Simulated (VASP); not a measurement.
Set up this calculation in VASP 6.6.1, as the native input.

```
Task                   : single point
Functional             : PBE
Potentials or basis    : VASP PAW PBE potentials, release 64 (Pd)
Cutoff                 : 520 eV
k mesh                 : 11 × 11 × 6
Occupations            : fermi-dirac, width 0.05 eV
Spin                   : no spin polarisation
Dipole correction      : no
Further INCAR settings : ALGO = Fast; EDIFF = 1e-06; NBANDS = 17
```

The structure of Pd lies in POSCAR:

```
Pd
1.0
    2.7460433387      0.0000000000      0.0000000000
   -1.3730216694      2.3781432912      0.0000000000
    0.0000000000      0.0000000000      4.5663327230
Pd
2
Direct
    0.3333333333      0.6666666667      0.2500000000
    0.6666666667      0.3333333333      0.7500000000
```

One way to write it, as run:

INCAR

```
SYSTEM = Pd
PREC = Accurate
ENCUT = 520
EDIFF = 1E-6
ISMEAR = -1
SIGMA = 0.05
LREAL = .False.
LASPH = .True.
NELM = 100
ALGO = Fast
ISIF = 2
LWAVE = .False.
LCHARG = .False.
GGA = PE
NBANDS = 17
```

KPOINTS

```
regular mesh
0
Gamma
  11 11 6
  0 0 0
```

Potentials or basis: VASP PAW PBE potentials, release 64 (Pd).

Command:

```sh
$ cat potpaw_PBE.64/Pd/POTCAR > POTCAR
$ mpirun -np 1 vasp_std > vasp.out
```

Results of the run:

The pressure is 5.5 GPa. The band gap on the k mesh is zero (band 10 reaches 9.75 eV, above the bottom of band 11 at 8.91 eV).

It took 26 s on 1 thread of Intel(R) Xeon(R) Platinum 8259CL CPU @ 2.50GHz (Skylake/Cascade Lake) (shared host), peak memory 0.15 GiB.
